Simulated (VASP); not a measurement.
# C in VASP: single point with PBE+D3(BJ)

Aim: the single point of C with PBE+D3(BJ).

Everything below comes from runs of VASP 6.6.1. Logs are shortened: lines on timing, memory, paths and dates and some standing lists are left out, and cuts for length are marked.

**1. The cell of the first run**

The cell holds a slab with vacuum, 4 atoms: a = 2.466 Å, b = 2.466 Å, c = 17.500 Å, α = 90.00°, β = 90.00°, γ = 120.00°.

**2. Single point, PBE+D3(BJ) (layers slid over each other, then relaxed in part)**

INCAR reads:

```
SYSTEM = C
  PREC = Accurate
  ENCUT = 520
  EDIFF = 1E-6
  ISMEAR = 0
  SIGMA = 0.1
  LREAL = .FALSE.
  LASPH = .TRUE.
  NELM = 80
  ALGO = Normal
  ISIF = 2
  LWAVE = .FALSE.
  LCHARG = .FALSE.
  LDIPOL = .TRUE.
  IDIPOL = 3
  DIPOL = 0.5 0.5 0.355
  GGA = PE
  IVDW = 12
  NBANDS = 16
```

KPOINTS reads:

```
regular mesh
0
G
  15 15 1
  0 0 0
```

POSCAR reads:

```
C
1.0
    2.4656677093      0.0000000000      0.0000000000
   -1.2328338546      2.1353308736      0.0000000000
    0.0000000000      0.0000000000     17.5000661151
C
4
Direct
    0.6666666667      0.3333333333      0.2571619985
    0.3333333333      0.6666666667      0.2571418857
    0.6666666667      0.5000000000      0.4522594049
    1.0000000000      0.1666666667      0.4522779671
```

Potentials or basis: VASP PAW PBE potentials, release 64 (C).

Command:

```sh
$ cat potpaw_PBE.64/C/POTCAR > POTCAR
$ mpirun -np 1 vasp_std > vasp.out
```

OUTCAR:

```text
SYSTEM = C
   PREC = Accurate
   ENCUT = 520
   EDIFF = 1E-6
   ISMEAR = 0
   LREAL = .FALSE.
   LASPH = .TRUE.
   NELM = 80
   ISIF = 2
   GGA = PE
   IVDW = 12
 IVDW          = 12

 ion  position               nearest neighbor table
   1  0.667  0.333  0.257-   2 1.42   2 1.42   2 1.42
   2  0.333  0.667  0.257-   1 1.42   1 1.42   1 1.42
   3  0.667  0.500  0.452-   4 1.42   4 1.42   4 1.42
   4  0.000  0.167  0.452-   3 1.42   3 1.42   3 1.42

  LATTYP: Found a hexagonal cell.
 ALAT       =     2.4656677093
 C/A-ratio  =     7.0974957611

  Lattice vectors:

 A1 = (   2.4656677093,   0.0000000000,   0.0000000000)
 A2 = (  -1.2328338546,   2.1353308736,   0.0000000000)
 A3 = (   0.0000000000,   0.0000000000,  17.5000661151)

Analysis of symmetry for initial positions (statically):
=====================================================================
 Subroutine PRICEL returns:
 Original cell was already a primitive cell.

 Routine SETGRP: Setting up the symmetry group for a
 hexagonal supercell.

 Subroutine GETGRP returns: Found  2 space group operations
 (whereof  1 operations were pure point group operations)
 out of a pool of 24 trial point group operations.

The static configuration has the point symmetry C_1 .
 The point group associated with its full space group is S_2 .

Analysis of symmetry for dynamics (positions and initial velocities):
=====================================================================
 Subroutine PRICEL returns:
 Original cell was already a primitive cell.

 Routine SETGRP: Setting up the symmetry group for a
 hexagonal supercell.

 Subroutine GETGRP returns: Found  2 space group operations
 (whereof  1 operations were pure point group operations)
 out of a pool of 24 trial point group operations.

The dynamic configuration has the point symmetry C_1 .
 The point group associated with its full space group is S_2 .

 Subroutine INISYM returns: Found  2 space group operations
 (whereof  1 operations are pure point group operations),
 and found     1 'primitive' translations

----------------------------------------------------------------------------------------

                                     Primitive cell

  volume of cell :      92.1381

  direct lattice vectors                    reciprocal lattice vectors
     2.465667709  0.000000000  0.000000000     0.405569654  0.234155749  0.000000000
    -1.232833855  2.135330874  0.000000000     0.000000000  0.468311498  0.000000000
     0.000000000  0.000000000 17.500066115     0.000000000  0.000000000  0.057142641

  length of vectors
     2.465667709  2.465667709 17.500066115     0.468311498  0.468311498  0.057142641

  position of ions in fractional coordinates (direct lattice)
     0.666666667  0.333333333  0.257161999
     0.333333333  0.666666667  0.257141886
     0.666666667  0.500000000  0.452259405
     1.000000000  0.166666667  0.452277967

  ion indices of the primitive-cell ions
   primitive index   ion index
                 1           1
                 2           2
                 3           3
                 4           4

----------------------------------------------------------------------------------------

 KPOINTS: regular mesh

Automatic generation of k-mesh.
 Grid dimensions read from file:
 generate k-points for:   15   15    1

 Generating k-lattice:

  Cartesian coordinates                     Fractional coordinates (reciprocal lattice)
     0.027037977  0.015610383  0.000000000     0.066666667  0.000000000  0.000000000
     0.000000000  0.031220767  0.000000000     0.000000000  0.066666667  0.000000000
     0.000000000  0.000000000  0.057142641     0.000000000  0.000000000  1.000000000

  Length of vectors
     0.031220767  0.031220767  0.057142641

  Shift w.r.t. Gamma in fractional coordinates (k-lattice)
     0.000000000  0.000000000  0.000000000

 Subroutine IBZKPT returns following result:
 ===========================================

 Found    113 irreducible k-points:

 Following reciprocal coordinates:
            Coordinates               Weight
  0.000000  0.000000  0.000000      1.000000
  0.066667  0.000000  0.000000      2.000000
  0.000000  0.066667  0.000000      2.000000
 -0.066667  0.066667  0.000000      2.000000
  0.133333  0.000000  0.000000      2.000000
  0.000000  0.133333  0.000000      2.000000
[... 16 lines left out ...]
  0.066667  0.066667  0.000000      2.000000
 -0.066667  0.133333  0.000000      2.000000
 [... further k-points ...]
   k-points           NKPTS =    113   k-points in BZ     NKDIM =    113   number of bands    NBANDS=     16
   number of dos      NEDOS =    301   number of ions     NIONS =      4
   total plane-waves  NPLWV =  45360
   dimension x,y,z NGX =    18 NGY =   18 NGZ =  140
   dimension x,y,z NGXF=    36 NGYF=   36 NGZF=  280
   ions per type =               4
   NGX,Y,Z   is equivalent  to a cutoff of  12.14, 12.14, 13.30 a.u.
   NGXF,Y,Z  is equivalent  to a cutoff of  24.27, 24.27, 26.60 a.u.
 SYSTEM =  C
   PREC   = accura    normal or accurate (medium, high low for compatibility)
   ISTART =      0    job   : 0-new  1-cont  2-samecut
   ICHARG =      2    charge: 1-file 2-atom 10-const
   ISPIN  =      1    spin polarized calculation?
   LNONCOLLINEAR =      F non collinear calculations
   LSORBIT =      F    spin-orbit coupling
   LASPH  =      T    aspherical Exc in radial PAW
   ENCUT  =  520.0 eV  38.22 Ry    6.18 a.u.   4.58  4.58 32.54*2*pi/ulx,y,z
   NELM   =     80;   NELMIN=  2; NELMDL= -5     # of ELM steps
   EDIFF  = 0.1E-05   stopping-criterion for ELM
   LREAL  =      F    real-space projection
   EDIFFG = 0.1E-04   stopping-criterion for IOM
   NSW    =      0    number of steps for IOM
   IBRION =     -1    ionic relax: 0-MD 1-quasi-New 2-CG
   NFREE  =      0    steps in history (QN), initial steepest desc. (CG)
   ISIF   =      2    stress and relaxation
   ISYM   =      2    0-nonsym 1-usesym 2-fastsym
   POTIM  = 0.5000    time-step for ionic-motion
   TEBEG  =    0.0;   TEEND  =   0.0 temperature during run
   PSTRESS=    0.0 pullay stress
   NELECT =      16.0000    total number of electrons
   NUPDOWN=      -1.0000    fix difference up-down
   EMIN   =  10.00;   EMAX   =-10.00  energy-range for DOS
   EFERMI =   0.00;   METHOD = LEGACY
   ISMEAR =     0;   SIGMA  =   0.10  broadening in eV -4-tet -1-fermi 0-gaus
   EFERMI_NEDOS =   21; number of points for ismear=-14 and -15
   IALGO  =     38    algorithm
   IMIX   =      4    mixing-type and parameters
     AMIX     =   0.40;   BMIX     =  1.00
     AMIX_MAG =   1.60;   BMIX_MAG =  1.00
  volume/ion in A,a.u.               =      23.03       155.44
  Fermi-wavevector in a.u.,A,eV,Ry     =   0.913345  1.725972 11.349976  0.834200
  Thomas-Fermi vector in A             =   2.037846
   LORBIT       =      0    0 simple, 1 ext, 2 COOP (PROOUT), +10 PAW based schemes
   GGA     = PE    functional components
   LHFCALC =     F    Hartree Fock is set to
   AEXX    =    0.0000 exact exchange contribution
   IVDW    =    12    specifies the selected vdW correction
   LEPSILON=     F    determine dielectric tensor
   LRPA    =     F    only Hartree local field effects (RPA)
 non-spin polarized calculation
 Gauss-broadening in eV      SIGMA  =   0.10
  energy-cutoff  :      520.00
  volume of cell :       92.14
 maximum number of plane-waves:      2521
   NGX =  9   NGY =  9   NGZ = 65

 dipolmoment           0.000000      0.000000      0.000080 electrons x Angstroem

 number of electron      15.9999996 magnetization

 dipolmoment           0.000000      0.000000     -0.000106 electrons x Angstroem

 Free energy of the ion-electron system (eV)
  ---------------------------------------------------
  ext. energy  EPLUGINS =         0.00000000
  ---------------------------------------------------
  free energy    TOTEN  =       -36.87705589 eV

  energy without entropy =      -36.87668945  energy(sigma->0) =      -36.87687267

 E-fermi :  -0.8367     XC(G=0):  -4.4431

 val. band max:       -0.9370885885   @ k =   0.3333   0.3333   0.0000
 cond. band min:      -0.7363656014   @ k =   0.3333   0.3333   0.0000
 fundamental gap:      0.2007229871
 Fermi energy:        -0.8367243046

 k-point     1 :       0.0000    0.0000    0.0000
  band No.  band energies     occupation
      1     -20.4140      2.00000
      2     -20.2828      2.00000
      3      -8.8813      2.00000
      4      -7.9896      2.00000
      5      -3.8706      2.00000
      6      -3.8662      2.00000
[... 8 lines left out ...]
     15       7.4852      0.00000
     16       7.4904      0.00000

 k-point     2 :       0.0667    0.0000    0.0000
  band No.  band energies     occupation
      1     -20.3085      2.00000
      2     -20.1781      2.00000
      3      -8.7542      2.00000
      4      -7.8663      2.00000
      5      -4.2952      2.00000
      6      -4.2834      2.00000
[... 8 lines left out ...]
     15       7.5548      0.00000
     16       7.9333      0.00000

 k-point     3 :       0.0000    0.0667    0.0000
  band No.  band energies     occupation
      1     -20.3085      2.00000
      2     -20.1781      2.00000
      3      -8.7542      2.00000
      4      -7.8662      2.00000
      5      -4.2941      2.00000
      6      -4.2848      2.00000
[... 8 lines left out ...]
     15       7.5481      0.00000
     16       7.9223      0.00000
[... 362 lines left out ...]
 k-point    23 :       0.0667    0.0667    0.0000
  band No.  band energies     occupation
      1     -20.0979      2.00000
      2     -19.9692      2.00000
      3      -8.5011      2.00000
      4      -7.6204      2.00000
      5      -5.0149      2.00000
      6      -5.0131      2.00000
[... 8 lines left out ...]
     15       7.7323      0.00000
     16       8.7691      0.00000

 k-point    24 :      -0.0667    0.1333    0.0000
  band No.  band energies     occupation
      1     -20.0979      2.00000
      2     -19.9692      2.00000
      3      -8.5010      2.00000
      4      -7.6206      2.00000
      5      -5.0195      2.00000
      6      -5.0083      2.00000
[... 8 lines left out ...]
     15       7.7395      0.00000
     16       8.6448      0.00000

 [... further k-points ...]

------------------------ aborting loop because EDIFF is reached ----------------------------------------

 vacuum level on the upper side and lower side of the slab       (xc-potential included)        -0.127        -0.124

 Edisp (eV)   -0.47377

 E8    (eV) :    -0.1414

  FORCE on cell =-STRESS in cart. coord.  units (eV):
  Direction    XX          YY          ZZ          XY          YZ          ZX
  --------------------------------------------------------------------------------------
  -------------------------------------------------------------------------------------
  Total       0.13526     0.10067    -0.02425    -0.00661    -0.01492     0.02463
  in kB       2.35195     1.75052    -0.42166    -0.11490    -0.25942     0.42832
  external pressure =        1.23 kB  Pullay stress =        0.00 kB

 VOLUME and BASIS-vectors are now :
 -----------------------------------------------------------------------------
  energy-cutoff  :      520.00
  volume of cell :       92.14
      direct lattice vectors                 reciprocal lattice vectors
     2.465667709  0.000000000  0.000000000     0.405569654  0.234155749  0.000000000
    -1.232833855  2.135330874  0.000000000     0.000000000  0.468311498  0.000000000
     0.000000000  0.000000000 17.500066115     0.000000000  0.000000000  0.057142641

 POSITION                                       TOTAL-FORCE (eV/Angst)
 -----------------------------------------------------------------------------------
      1.23283      0.71178      4.50035        -0.003557      0.003295     -0.000580
     -0.00000      1.42355      4.50000        -0.003655      0.001077      0.000224
      1.02736      1.06767      7.91457         0.003557     -0.003295      0.000580
     -0.20547      0.35589      7.91489         0.003655     -0.001077     -0.000224
 -----------------------------------------------------------------------------------
    total drift:                               -0.000000      0.000002     -0.024240

  FREE ENERGIE OF THE ION-ELECTRON SYSTEM (eV)
  ---------------------------------------------------
  free  energy   TOTEN  =       -37.3508268013 eV

  energy  without entropy=      -37.3504603622  energy(sigma->0) =      -37.35064358

 vacuum level on the upper side and lower side of the slab         3.370         3.373
```

Wall time 2.2 min (1 thread of Intel Xeon 6975P-C (Granite Rapids), shared host); peak memory 0.27 GiB.

Results:

```yaml
Free_energy: -37.3508 eV
Largest_force: 0.005 eV/Å
Dispersion_energy_per_atom: -0.118 eV
```

Forces in eV/Å, atoms in the order of the input:
```
C   -0.004  0.003 -0.001
C   -0.004  0.001  0.000
C    0.004 -0.003  0.001
C    0.004 -0.001  0.000
```

Caveat: the cell differs from its parent crystal (layers slid over each other, then relaxed in part).
